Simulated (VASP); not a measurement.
# C (Pm-3m) in VASP: notebook, part 2 of 2

VASP 6.6.1.

## Step 5: Relaxation of cell and atoms, PBE, target pressure 380 GPa, at which the enthalpy is minimised

This run uses another cell than the first one, of 3.66 Å³/atom, 1.051 times its volume.

INCAR

```
PREC = Accurate
ENCUT = 600
EDIFF = 1E-6
ISMEAR = -1
SIGMA = 0.05
LREAL = False
LASPH = True
NELM = 60
ALGO = Normal
ISIF = 3
LWAVE = False
LCHARG = False
GGA = PE
IBRION = 2
NSW = 60
EDIFFG = -0.005
PSTRESS = 3800.0
```

KPOINTS

```
Automatic mesh
0
Gamma
  25 25 25
```

POSCAR

```
C
1.0
    1.5408186214      0.0000000000      0.0000000000
    0.0000000000      1.5408186214      0.0000000000
    0.0000000000      0.0000000000      1.5408186214
C
1
Direct
    0.0000000000      0.0000000000      0.0000000000
```

Potentials or basis: VASP PAW PBE potentials, release 64 (C).

On the command line:

```sh
cat potpaw_PBE.64/C/POTCAR > POTCAR
mpirun -np 1 vasp_std > vasp.out
```

OUTCAR:

```text
PREC = Accurate
   ENCUT = 600
   EDIFF = 1E-6
   ISMEAR = -1
   LREAL = False
   LASPH = True
   NELM = 60
   ISIF = 3
   GGA = PE
   IBRION = 2
   NSW = 60
   EDIFFG = -0.005
   PSTRESS = 3800.0

 ion  position               nearest neighbor table
   1  0.000  0.000  0.000-

  LATTYP: Found a simple cubic cell.
 ALAT       =     1.5408186214

  Lattice vectors:

 A1 = (   1.5408186214,   0.0000000000,   0.0000000000)
 A2 = (   0.0000000000,   1.5408186214,   0.0000000000)
 A3 = (   0.0000000000,   0.0000000000,   1.5408186214)

Analysis of symmetry for initial positions (statically):
=====================================================================
 Subroutine PRICEL returns:
 Original cell was already a primitive cell.

 Routine SETGRP: Setting up the symmetry group for a
 simple cubic supercell.

 Subroutine GETGRP returns: Found 48 space group operations
 (whereof 48 operations were pure point group operations)
 out of a pool of 48 trial point group operations.

The static configuration has the point symmetry O_h .

Analysis of symmetry for dynamics (positions and initial velocities):
=====================================================================
 Subroutine PRICEL returns:
 Original cell was already a primitive cell.

 Routine SETGRP: Setting up the symmetry group for a
 simple cubic supercell.

 Subroutine GETGRP returns: Found 48 space group operations
 (whereof 48 operations were pure point group operations)
 out of a pool of 48 trial point group operations.

The dynamic configuration has the point symmetry O_h .

 Subroutine INISYM returns: Found 48 space group operations
 (whereof 48 operations are pure point group operations),
 and found     1 'primitive' translations

----------------------------------------------------------------------------------------

                                     Primitive cell

  volume of cell :       3.6581

  direct lattice vectors                    reciprocal lattice vectors
     1.540818621  0.000000000  0.000000000     0.649005656  0.000000000  0.000000000
     0.000000000  1.540818621  0.000000000     0.000000000  0.649005656  0.000000000
     0.000000000  0.000000000  1.540818621     0.000000000  0.000000000  0.649005656

  length of vectors
     1.540818621  1.540818621  1.540818621     0.649005656  0.649005656  0.649005656

  position of ions in fractional coordinates (direct lattice)
     0.000000000  0.000000000  0.000000000

  ion indices of the primitive-cell ions
   primitive index   ion index
                 1           1

----------------------------------------------------------------------------------------

 KPOINTS: Automatic mesh

Automatic generation of k-mesh.
 Grid dimensions read from file:
 generate k-points for:   25   25   25

 Generating k-lattice:

  Cartesian coordinates                     Fractional coordinates (reciprocal lattice)
     0.025960226  0.000000000  0.000000000     0.040000000  0.000000000  0.000000000
     0.000000000  0.025960226  0.000000000     0.000000000  0.040000000  0.000000000
     0.000000000  0.000000000  0.025960226     0.000000000  0.000000000  0.040000000

  Length of vectors
     0.025960226  0.025960226  0.025960226

  Shift w.r.t. Gamma in fractional coordinates (k-lattice)
     0.000000000  0.000000000  0.000000000

 Subroutine IBZKPT returns following result:
 ===========================================

 Found    455 irreducible k-points:

 Following reciprocal coordinates:
            Coordinates               Weight
  0.000000  0.000000  0.000000      1.000000
  0.040000  0.000000  0.000000      6.000000
  0.080000  0.000000  0.000000      6.000000
  0.120000  0.000000  0.000000      6.000000
  0.160000  0.000000  0.000000      6.000000
  0.200000  0.000000  0.000000      6.000000
[... 16 lines left out ...]
  0.400000  0.040000  0.000000     24.000000
  0.440000  0.040000  0.000000     24.000000
 [... further k-points ...]
   k-points           NKPTS =    455   k-points in BZ     NKDIM =    455   number of bands    NBANDS=      6
   number of dos      NEDOS =    301   number of ions     NIONS =      1
   total plane-waves  NPLWV =   1728
   dimension x,y,z NGX =    12 NGY =   12 NGZ =   12
   dimension x,y,z NGXF=    24 NGYF=   24 NGZF=   24
   ions per type =               1
   NGX,Y,Z   is equivalent  to a cutoff of  12.95, 12.95, 12.95 a.u.
   NGXF,Y,Z  is equivalent  to a cutoff of  25.89, 25.89, 25.89 a.u.
 SYSTEM =  unknown system
   PREC   = accura    normal or accurate (medium, high low for compatibility)
   ISTART =      0    job   : 0-new  1-cont  2-samecut
   ICHARG =      2    charge: 1-file 2-atom 10-const
   ISPIN  =      1    spin polarized calculation?
   LNONCOLLINEAR =      F non collinear calculations
   LSORBIT =      F    spin-orbit coupling
   LASPH  =      T    aspherical Exc in radial PAW
   ENCUT  =  600.0 eV  44.10 Ry    6.64 a.u.   3.08  3.08  3.08*2*pi/ulx,y,z
   NELM   =     60;   NELMIN=  2; NELMDL= -5     # of ELM steps
   EDIFF  = 0.1E-05   stopping-criterion for ELM
   LREAL  =      F    real-space projection
   EDIFFG = -.5E-02   stopping-criterion for IOM
   NSW    =     60    number of steps for IOM
   IBRION =      2    ionic relax: 0-MD 1-quasi-New 2-CG
   NFREE  =      1    steps in history (QN), initial steepest desc. (CG)
   ISIF   =      3    stress and relaxation
   ISYM   =      2    0-nonsym 1-usesym 2-fastsym
   POTIM  = 0.5000    time-step for ionic-motion
   TEBEG  =    0.0;   TEEND  =   0.0 temperature during run
   PSTRESS= 3800.0 pullay stress
   NELECT =       4.0000    total number of electrons
   NUPDOWN=      -1.0000    fix difference up-down
   EMIN   =  10.00;   EMAX   =-10.00  energy-range for DOS
   EFERMI =   0.00;   METHOD = LEGACY
   ISMEAR =    -1;   SIGMA  =   0.05  broadening in eV -4-tet -1-fermi 0-gaus
   EFERMI_NEDOS =   21; number of points for ismear=-14 and -15
   IALGO  =     38    algorithm
   IMIX   =      4    mixing-type and parameters
     AMIX     =   0.40;   BMIX     =  1.00
     AMIX_MAG =   1.60;   BMIX_MAG =  1.00
  volume/ion in A,a.u.               =       3.66        24.69
  Fermi-wavevector in a.u.,A,eV,Ry     =   1.686592  3.187196 38.703021  2.844592
  Thomas-Fermi vector in A             =   2.769229
   LORBIT       =      0    0 simple, 1 ext, 2 COOP (PROOUT), +10 PAW based schemes
   GGA     = PE    functional components
   LHFCALC =     F    Hartree Fock is set to
   AEXX    =    0.0000 exact exchange contribution
   IVDW    =     0    specifies the selected vdW correction
   LEPSILON=     F    determine dielectric tensor
   LRPA    =     F    only Hartree local field effects (RPA)
 conjugate gradient relaxation of ions
 non-spin polarized calculation
  energy-cutoff  :      600.00
  volume of cell :        3.66
 maximum number of plane-waves:       136
   NGX =  7   NGY =  7   NGZ =  7

--------------------------------------- Ionic step        1  -------------------------------------------

 number of electron       3.9999999 magnetization

 Free energy of the ion-electron system (eV)
  ---------------------------------------------------
  ext. energy  EPLUGINS =         0.00000000
  ---------------------------------------------------
  free energy    TOTEN  =        -5.13212498 eV

  energy without entropy =       -5.13100898  energy(sigma->0) =       -5.13156698

------------------------ aborting loop because EDIFF is reached ----------------------------------------

  FORCE on cell =-STRESS in cart. coord.  units (eV):
  Direction    XX          YY          ZZ          XY          YZ          ZX
  --------------------------------------------------------------------------------------
  -------------------------------------------------------------------------------------
  Total        7.0832263      7.0832263      7.0832263     -0.0000000     -0.0000000      0.0000000
  in kB     3102.3239547   3102.3239547   3102.3239547     -0.0000000     -0.0000000      0.0000000
  external PRESSURE =    -697.6760453 kB  Pullay stress =    3800.0000000 kB
[... 209 lines left out ...]
--------------------------------------- Ionic step        7  -------------------------------------------

 number of electron       4.0000000 magnetization

 Free energy of the ion-electron system (eV)
  ---------------------------------------------------
  ext. energy  EPLUGINS =         0.00000000
  ---------------------------------------------------
  free energy    TOTEN  =        -4.75827897 eV

  energy without entropy =       -4.75703687  energy(sigma->0) =       -4.75765792

 E-fermi :  20.4016     XC(G=0): -16.3031

 val. band max:       20.3008681570   @ k =   0.4800   0.4800   0.0800
 cond. band min:      20.4068914658   @ k =   0.4800   0.4800   0.0400
 fundamental gap:      0.1060233088
 Fermi energy:        20.4016179327

 k-point     1 :       0.0000    0.0000    0.0000
  band No.  band energies     occupation
      1     -10.8136      2.00000
      2      33.4666      0.00000
      3      33.4666      0.00000
      4      33.4666      0.00000
      5      50.6396      0.00000
      6      50.6396      0.00000
[... 199 lines left out ...]
 k-point    24 :       0.4400    0.0400    0.0000
  band No.  band energies     occupation
      1      -1.1178      2.00000
      2       5.9983      2.00000
      3      38.4374      0.00000
      4      38.9880      0.00000
      5      58.3134      0.00000
      6      61.5068      0.00000

 [... further k-points ...]
[... 5 lines left out ...]
  --------------------------------------------------------------------------------------
  -------------------------------------------------------------------------------------
  Total        8.2646551      8.2646551      8.2646551      0.0000000     -0.0000000      0.0000000
  in kB     3800.5470417   3800.5470417   3800.5470417      0.0000000     -0.0000000      0.0000000
  external PRESSURE =       0.5470417 kB  Pullay stress =    3800.0000000 kB
[... 20 lines left out ...]
  energy  without entropy=       -4.7570368664  energy(sigma->0) =       -4.75765792

  enthalpy is  TOTEN    =         3.5051865783 eV   P V=        8.2634655501

 reached required accuracy - stopping structural energy minimisation
```

OSZICAR:

```text
N       E                     dE             d eps       ncg     rms          rms(c)
DAV:   1    -0.166950124818E+01   -0.16695E+01   -0.33857E+03  6228   0.800E+02
DAV:   2    -0.526329914571E+01   -0.35938E+01   -0.33540E+01  7104   0.573E+01
DAV:   3    -0.527167611656E+01   -0.83770E-02   -0.83739E-02  6690   0.309E+00
DAV:   4    -0.527167739280E+01   -0.12762E-05   -0.12766E-05  7800   0.319E-02
[... 40 lines left out ...]
DAV:   4    -0.476821184227E+01    0.11944E-08   -0.15427E-08  2742   0.176E-03
   6 F= 0.35052090E+01 E0= 0.35058264E+01  d E =0.193681E-04
       N       E                     dE             d eps       ncg     rms          rms(c)
DAV:   1    -0.475828050676E+01    0.99313E-02   -0.18699E-04  5664   0.148E-01    0.150E-02
DAV:   2    -0.475827942745E+01    0.10793E-05   -0.48578E-07  4440   0.867E-03    0.829E-03
DAV:   3    -0.475827897175E+01    0.45571E-06   -0.60396E-07  2898   0.724E-03
   7 F= 0.35051866E+01 E0= 0.35058076E+01  d E =-.304614E-05
```

CONTCAR:

```text
C
   1.00000000000000
     1.5159902292475040   -0.0000000000000000    0.0000000000000000
     0.0000000000000000    1.5159902292475038    0.0000000000000000
     0.0000000000000000   -0.0000000000000000    1.5159902292475040
  C
     1
Direct
     0.0000000000000000    0.0000000000000000    0.0000000000000000

  0.00000000E+00  0.00000000E+00  0.00000000E+00
```

Wall time 14 s (1 thread of Intel Xeon Platinum 8259CL at 2.50GHz (Skylake/Cascade Lake), shared host); peak memory 0.11 GiB.

What came out:

```
Free energy                                            : -4.7583 eV
Relaxed volume                                         : 3.48 Å³/atom
Relaxed cell                                           : a = 1.516 Å, b = 1.516 Å, c = 1.516 Å, α = 90.00°, β = 90.00°, γ = 90.00°
Space group after relaxing (to 0.05 Å)                 : Pm-3m (No. 221)
Energy change on relaxing (the enthalpy is what falls) : +373.8 meV/atom
Ionic steps                                            : 7
Pressure after relaxing                                : 380.1 GPa
Band gap on the k mesh                                 : zero (band 2 reaches 33.47 eV, above the bottom of band 3 at 17.94 eV)
```

The path:
```
step  energy change (eV)  largest force (eV/Å)  pressure (GPa)  volume (Å³)
   1              0.0000                0.0000          310.23         3.66
   2              2.4557                0.0000          768.03         2.88
   3              0.3416                0.0000          374.20         3.50
   4              0.3693                0.0000          379.23         3.49
   5              0.3773                0.0000          380.61         3.48
   6              0.3639                0.0000          378.25         3.49
   7              0.3738                0.0000          380.05         3.48
```

Final structure:
```
C
1.0
     1.51599    0.00000    0.00000
     0.00000    1.51599    0.00000
     0.00000    0.00000    1.51599
C
1
Direct
  0.00000 0.00000 0.00000
```

Caveat: the cell is relaxed towards a set pressure, so the enthalpy falls and the energy may rise.

## Step 6: The runs side by side

```tsv
task	cell	cutoff (eV)	gap on the mesh (eV)	pressure (GPa)
single point	a = 1.516 Å, 1 atom	520	none	381.6
relaxation of cell and atoms	relaxed to 380 GPa from a = 1.516 Å, 1 atom	600	none	380.0
relaxation of cell and atoms	relaxed to 380 GPa from a = 1.541 Å, 1 atom	600	none	380.1
```

Alike in all rows: level PBE; potentials or basis VASP PAW PBE potentials, release 64 (C); no spin polarisation; k mesh 25 × 25 × 25; smearing fermi-dirac 0.05 eV.

Caveats: the cell is relaxed towards a set pressure, so the enthalpy falls and the energy may rise (some runs).

Total energies depend on the potentials used, so only differences within one code and one set of settings carry meaning.
